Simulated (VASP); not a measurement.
# CuO (Pm-3m) in VASP: further runs

Runs on CuO. Level: PBE. Tasks: single point, relaxation of cell and atoms.

Everything below comes from runs of VASP 6.6.1. Logs are shortened: lines on timing, memory, paths and dates and some standing lists are left out, and cuts for length are marked.

### 1 The cell of the first run

It takes space group Pm-3m (No. 221, cubic). Conventional cell: a = 2.646 Å, b = 2.646 Å, c = 2.646 Å, α = 90.00°, β = 90.00°, γ = 90.00°. Within 3.0 Å of Cu (site symmetry m-3m) lie 8 O at 2.29 Å and 6 Cu at 2.65 Å. Within 3.0 Å of O (site symmetry m-3m) lie 8 Cu at 2.29 Å and 6 O at 2.65 Å.

### 2 Single point, PBE, collinear spin, ferromagnetic start

Contents of INCAR:

```
PREC = Accurate
ENCUT = 520
EDIFF = 1E-6
ISMEAR = 0
SIGMA = 0.1
LREAL = False
LASPH = True
NELM = 150
ALGO = Normal
ISIF = 2
LWAVE = False
LCHARG = True
ISPIN = 2
MAGMOM = 1 0
LORBIT = 11
LMAXMIX = 4
GGA = PE
LELF = True
LVHAR = True
NBANDS = 20
```

Contents of KPOINTS:

```
regular mesh
0
Gamma
  6 6 6
```

Contents of POSCAR:

```
CuO
1.0
    2.6459131788      0.0000000000      0.0000000000
    0.0000000000      2.6459131788      0.0000000000
    0.0000000000      0.0000000000      2.6459131788
Cu O
1 1
Direct
    0.0000000000      0.0000000000      0.0000000000
    0.5000000000      0.5000000000      0.5000000000
```

Potentials or basis: VASP PAW PBE potentials, release 64 (Cu, O).

Started as:

```console
$ cat potpaw_PBE.64/Cu/POTCAR potpaw_PBE.64/O/POTCAR > POTCAR
$ mpirun -np 1 vasp_std > vasp.out
```

OUTCAR:

```text
PREC = Accurate
   ENCUT = 520
   EDIFF = 1E-6
   ISMEAR = 0
   LREAL = False
   LASPH = True
   NELM = 150
   ISIF = 2
   ISPIN = 2
   LORBIT = 11
   GGA = PE

 ion  position               nearest neighbor table
   1  0.000  0.000  0.000-   2 2.29   2 2.29   2 2.29   2 2.29   2 2.29   2 2.29   2 2.29   2 2.29

   2  0.500  0.500  0.500-   1 2.29   1 2.29   1 2.29   1 2.29   1 2.29   1 2.29   1 2.29   1 2.29

  LATTYP: Found a simple cubic cell.
 ALAT       =     2.6459131788

  Lattice vectors:

 A1 = (   2.6459131788,   0.0000000000,   0.0000000000)
 A2 = (   0.0000000000,   2.6459131788,   0.0000000000)
 A3 = (   0.0000000000,   0.0000000000,   2.6459131788)

Analysis of symmetry for initial positions (statically):
=====================================================================
 Subroutine PRICEL returns:
 Original cell was already a primitive cell.

 Routine SETGRP: Setting up the symmetry group for a
 simple cubic supercell.

 Subroutine GETGRP returns: Found 48 space group operations
 (whereof 48 operations were pure point group operations)
 out of a pool of 48 trial point group operations.

The static configuration has the point symmetry O_h .

Analysis of symmetry for dynamics (positions and initial velocities):
=====================================================================
 Subroutine PRICEL returns:
 Original cell was already a primitive cell.

 Routine SETGRP: Setting up the symmetry group for a
 simple cubic supercell.

 Subroutine GETGRP returns: Found 48 space group operations
 (whereof 48 operations were pure point group operations)
 out of a pool of 48 trial point group operations.

The dynamic configuration has the point symmetry O_h .

Analysis of structural, dynamic, and magnetic symmetry:
=====================================================================
 Subroutine PRICEL returns:
 Original cell was already a primitive cell.

 Routine SETGRP: Setting up the symmetry group for a
 simple cubic supercell.

 Subroutine GETGRP returns: Found 48 space group operations
 (whereof 48 operations were pure point group operations)
 out of a pool of 48 trial point group operations.

The overall configuration has the point symmetry O_h .

 Subroutine INISYM returns: Found 48 space group operations
 (whereof 48 operations are pure point group operations),
 and found     1 'primitive' translations

----------------------------------------------------------------------------------------

                                     Primitive cell

  volume of cell :      18.5237

  direct lattice vectors                    reciprocal lattice vectors
     2.645913179  0.000000000  0.000000000     0.377941350  0.000000000  0.000000000
     0.000000000  2.645913179  0.000000000     0.000000000  0.377941350  0.000000000
     0.000000000  0.000000000  2.645913179     0.000000000  0.000000000  0.377941350

  length of vectors
     2.645913179  2.645913179  2.645913179     0.377941350  0.377941350  0.377941350

  position of ions in fractional coordinates (direct lattice)
     0.000000000  0.000000000  0.000000000
     0.500000000  0.500000000  0.500000000

  ion indices of the primitive-cell ions
   primitive index   ion index
                 1           1
                 2           2

----------------------------------------------------------------------------------------

 KPOINTS: regular mesh

Automatic generation of k-mesh.
 Grid dimensions read from file:
 generate k-points for:    6    6    6

 Generating k-lattice:

  Cartesian coordinates                     Fractional coordinates (reciprocal lattice)
     0.062990225  0.000000000  0.000000000     0.166666667  0.000000000  0.000000000
     0.000000000  0.062990225  0.000000000     0.000000000  0.166666667  0.000000000
     0.000000000  0.000000000  0.062990225     0.000000000  0.000000000  0.166666667

  Length of vectors
     0.062990225  0.062990225  0.062990225

  Shift w.r.t. Gamma in fractional coordinates (k-lattice)
     0.000000000  0.000000000  0.000000000

[... 44 lines left out ...]
 NGX is ok and might be reduce to    20
   NGX =  9   NGY =  9   NGZ =  9

 number of electron      17.0000031 magnetization       0.9841565

 Free energy of the ion-electron system (eV)
  ---------------------------------------------------
  ext. energy  EPLUGINS =         0.00000000
  ---------------------------------------------------
  free energy    TOTEN  =        -8.66754247 eV

  energy without entropy =       -8.66219466  energy(sigma->0) =       -8.66486857

 E-fermi :   6.2080     XC(G=0): -12.6977

 val. band max:        6.2022847709   @ k =   0.5000   0.5000   0.3333
 cond. band min:       6.2134098659   @ k =   0.1667   0.1667   0.0000
 fundamental gap:      0.0111250949
 Fermi energy:         6.2080120552

 spin component 1

 k-point     1 :       0.0000    0.0000    0.0000
  band No.  band energies     occupation
      1     -13.3730      1.00000
      2       2.9626      1.00000
      3       2.9626      1.00000
      4       3.9336      1.00000
      5       3.9336      1.00000
      6       3.9336      1.00000
[... 12 lines left out ...]
     19      39.3911      0.00000
     20      39.3911      0.00000
[... 415 lines left out ...]
 k-point    20 :       0.5000    0.5000    0.5000
  band No.  band energies     occupation
      1     -10.7690      1.00000
      2       0.1699      1.00000
      3       0.1699      1.00000
      4       0.1699      1.00000
      5       4.9875      1.00000
      6       4.9875      1.00000
[... 12 lines left out ...]
     19      50.4100      0.00000
     20      50.4192      0.00000
 Fermi energy:         6.2080120552

 spin component 2

 k-point     1 :       0.0000    0.0000    0.0000
  band No.  band energies     occupation
      1     -12.6144      1.00000
      2       3.2014      1.00000
      3       3.2014      1.00000
      4       4.8209      1.00000
      5       4.8209      1.00000
      6       4.8209      1.00000
[... 12 lines left out ...]
     19      39.6069      0.00000
     20      39.6069      0.00000
[... 415 lines left out ...]
 k-point    20 :       0.5000    0.5000    0.5000
  band No.  band energies     occupation
      1      -9.7814      1.00000
      2       0.7683      1.00000
      3       0.7683      1.00000
      4       0.7683      1.00000
      5       5.3089      1.00000
      6       5.3089      1.00000
[... 12 lines left out ...]
     19      50.4050      0.00000
     20      50.7160      0.00000

------------------------ aborting loop because EDIFF is reached ----------------------------------------

  FORCE on cell =-STRESS in cart. coord.  units (eV):
  Direction    XX          YY          ZZ          XY          YZ          ZX
  --------------------------------------------------------------------------------------
  -------------------------------------------------------------------------------------
  Total       -0.0060217     -0.0060217     -0.0060217      0.0000000      0.0000000      0.0000000
  in kB       -0.5208408     -0.5208408     -0.5208408      0.0000000      0.0000000      0.0000000
  external PRESSURE =      -0.5208408 kB  Pullay stress =       0.0000000 kB

 VOLUME and BASIS-vectors are now :
 -----------------------------------------------------------------------------
  energy-cutoff  :      520.00
  volume of cell :       18.52
      direct lattice vectors                 reciprocal lattice vectors
     2.645913179  0.000000000  0.000000000     0.377941350  0.000000000  0.000000000
     0.000000000  2.645913179  0.000000000     0.000000000  0.377941350  0.000000000
     0.000000000  0.000000000  2.645913179     0.000000000  0.000000000  0.377941350

 POSITION                                       TOTAL-FORCE (eV/Angst)
 -----------------------------------------------------------------------------------
      0.00000      0.00000      0.00000         0.000000      0.000000      0.000000
      1.32296      1.32296      1.32296         0.000000      0.000000      0.000000
 -----------------------------------------------------------------------------------
    total drift:                                0.000000      0.000000      0.000000

  FREE ENERGIE OF THE ION-ELECTRON SYSTEM (eV)
  ---------------------------------------------------
  free  energy   TOTEN  =        -8.6675424683 eV

  energy  without entropy=       -8.6621946625  energy(sigma->0) =       -8.66486857

 total charge

# of ion       s       p       d       tot
------------------------------------------
    1        0.283   0.282   9.176   9.740
    2        1.598   3.259   0.000   4.857
--------------------------------------------------
tot          1.881   3.541   9.176  14.598

 magnetization (x)

# of ion       s       p       d       tot
------------------------------------------
    1       -0.017  -0.013   0.476   0.446
    2        0.004   0.498   0.000   0.503
--------------------------------------------------
tot         -0.012   0.485   0.476   0.949
```

Wall time 14 s (1 thread of Intel Xeon Platinum 8488C (Sapphire Rapids), shared host); peak memory 0.13 GiB.

What came out:

```
Free energy                                           : -8.6675 eV
Pressure                                              : -0.1 GPa
Band gap on the k mesh                                : zero (filled and empty bands overlap)
Net moment                                            : 0.98 μB per cell
Site moments                                          : Cu +0.45; O +0.50 μB
Valence electrons inside the program's atomic spheres : Cu 9.74; O 4.86
```

Levels at points of the mesh, in eV from the Fermi level:
Spin up:
```csv
k point,band 5,band 6,band 7,band 8,band 9,band 10,band 11,band 12,band 13,band 14
"(0.00, 0.00, 0.00)",-2.27,-2.27,-1.83,-1.83,-1.83,0.52,15.60,15.60,19.33,19.33
"(0.50, 0.00, 0.00)",-3.00,-1.78,-1.26,-0.08,-0.08,6.28,7.45,17.49,17.51,17.51
"(0.50, 0.50, 0.00)",-2.35,-2.25,-2.25,-1.40,-1.25,5.11,11.02,11.02,16.87,24.19
"(0.50, 0.50, 0.50)",-1.22,-1.22,-0.12,-0.12,-0.12,7.02,7.02,7.02,12.76,21.58
```
Spin down:
```csv
k point,band 4,band 5,band 6,band 7,band 8,band 9,band 10,band 11,band 12,band 13
"(0.00, 0.00, 0.00)",-1.39,-1.39,-1.39,-1.17,-1.17,-1.17,0.76,15.63,15.63,19.54
"(0.50, 0.00, 0.00)",-2.92,-2.75,-1.11,-0.88,0.84,0.84,6.40,8.00,17.50,17.54
"(0.50, 0.50, 0.00)",-2.73,-1.70,-1.62,-1.62,-0.93,-0.42,5.17,11.38,11.38,17.06
"(0.50, 0.50, 0.50)",-5.44,-0.90,-0.90,0.73,0.73,0.73,6.95,6.95,6.95,12.84
```

Caveat: the k points lie up to 0.40 Å⁻¹ apart; a cell with one magnetic atom can't hold antiferromagnetic order, which such compounds often take; semilocal functionals often make such compounds metallic where correlation or magnetic order opens a gap, which also shifts bond lengths. With open d or f shells a metallic result of PBE can be an artefact of self-interaction; +U or a hybrid may open a gap.

(Continued in part 2 of 2.)
